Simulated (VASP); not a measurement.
Write the native input for VASP 6.6.1 that does the following.

```yaml
Task: single point
Functional: PBE
Potentials_or_basis: VASP PAW PBE potentials, release 64 (Zn, S)
Cutoff: 520 eV
k_mesh: 12 × 12 × 2
Occupations: gaussian, width 0.02 eV
Spin: no spin polarisation
Dipole_correction: no
Further_INCAR_settings: ALGO = Normal; EDIFF = 1e-07; NBANDS = 66
```

The structure of ZnS lies in POSCAR:

```
ZnS
1.0
    3.8470247804      0.0000000000      0.0000000000
   -1.9235123902      3.3316211888      0.0000000000
    0.0000000000      0.0000000000     18.8731459290
Zn S
6 6
Direct
    0.0000000000      0.0000000000      0.0000297395
    0.0000000000      0.0000000000      0.5000297395
    0.3333333333      0.6666666667      0.1667881137
    0.6666666667      0.3333333333      0.6667881137
    0.6666666667      0.3333333333      0.3332709664
    0.3333333333      0.6666666667      0.8332709664
    0.0000000000      0.0000000000      0.1251143272
    0.0000000000      0.0000000000      0.6251143272
    0.3333333333      0.6666666667      0.2916430245
    0.6666666667      0.3333333333      0.7916430245
    0.6666666667      0.3333333333      0.4581538287
    0.3333333333      0.6666666667      0.9581538287
```

These files were run (other wordings do the same):

INCAR

```
SYSTEM = ZnS
  ALGO = Normal
  EDIFF = 1E-7
  ENCUT = 520
  GGA = PE
  ISIF = 2
  ISMEAR = 0
  LASPH = .True.
  LCHARG = .False.
  LREAL = .False.
  LWAVE = .False.
  NBANDS = 66
  NELM = 80
  PREC = Accurate
  SIGMA = 0.02
```

KPOINTS

```
k-points
0
Gamma
  12 12 2
  0 0 0
```

Potentials or basis: VASP PAW PBE potentials, release 64 (Zn, S).

Command:

```sh
$ cat potpaw_PBE.64/Zn/POTCAR potpaw_PBE.64/S/POTCAR > POTCAR
$ mpirun -np 1 vasp_std > vasp.out
```

Results of the run:

```yaml
Pressure: 0.2 GPa
Band_gap_on_the_k_mesh: 2.04 eV
```

Wall time 16 min on 1 thread of Intel(R) Xeon(R) Platinum 8259CL CPU @ 2.50GHz (Skylake/Cascade Lake), on a shared host, peak memory 0.61 GiB.
